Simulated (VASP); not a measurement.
The system is AlSn.

```xyz
2
Lattice="4.1981 0.0000 0.0000 -2.0991 3.6357 0.0000 0.0000 0.0000 3.3068" Properties=species:S:1:pos:R:3 pbc="T T T"
Sn    0.0000    2.4238    1.6534
Al    0.0000    0.0000    0.0000
```

| Item | Value |
| --- | --- |
| Program | VASP 6.6.1 |
| Task | relaxation of cell and atoms |
| Functional | revPBE |
| Dispersion | D3(BJ) |
| Potentials or basis | VASP PAW PBE potentials, release 64 (Sn_d, Al) |
| Cutoff | 600 eV |
| k mesh | 7 × 7 × 8 |
| Occupations | fermi-dirac, width 0.05 eV |
| Spin | no spin polarisation |

At the start: pressure -2.8 GPa; volume 25.24 Å³/atom.

Task: How do energy, volume and symmetry change on relaxing?

Result: Over 7 steps the energy falls by 13.1 meV/atom and the volume is 23.88 Å³/atom (-5.4 %); space group P-6m2 (No. 187, to 0.05 Å).

Step by step:
| step | energy change (eV) | largest force (eV/Å) | pressure (GPa) | volume (Å³) |
| --- | --- | --- | --- | --- |
| 1 | 0.0000 | 0.0000 | -2.79 | 50.47 |
| 2 | -0.0244 | 0.0000 | 0.59 | 47.33 |
| 3 | -0.0251 | 0.0000 | 0.06 | 47.76 |
| 4 | -0.0251 | 0.0000 | -0.06 | 47.81 |
| 5 | -0.0261 | 0.0000 | -0.09 | 47.77 |
| 6 | -0.0261 | 0.0000 | -0.08 | 47.75 |
| 7 | -0.0261 | 0.0000 | -0.06 | 47.75 |

Final structure:
```cif
data_structure
_symmetry_space_group_name_H-M 'P 1'
_symmetry_Int_Tables_number 1
_cell_length_a 4.1038
_cell_length_b 4.1038
_cell_length_c 3.2742
_cell_angle_alpha 90.000
_cell_angle_beta 90.000
_cell_angle_gamma 120.000
_cell_volume 47.75
loop_
_atom_site_label
_atom_site_type_symbol
_atom_site_fract_x
_atom_site_fract_y
_atom_site_fract_z
_atom_site_occupancy
Sn1 Sn 0.33333 0.66667 0.50000 1
Al1 Al 0.00000 0.00000 0.00000 1
```

Caveat: the PAW data sets were made with another functional, which shifts forces and pressure a little; pairwise dispersion overbinds metals, which lowers pressure and volume.
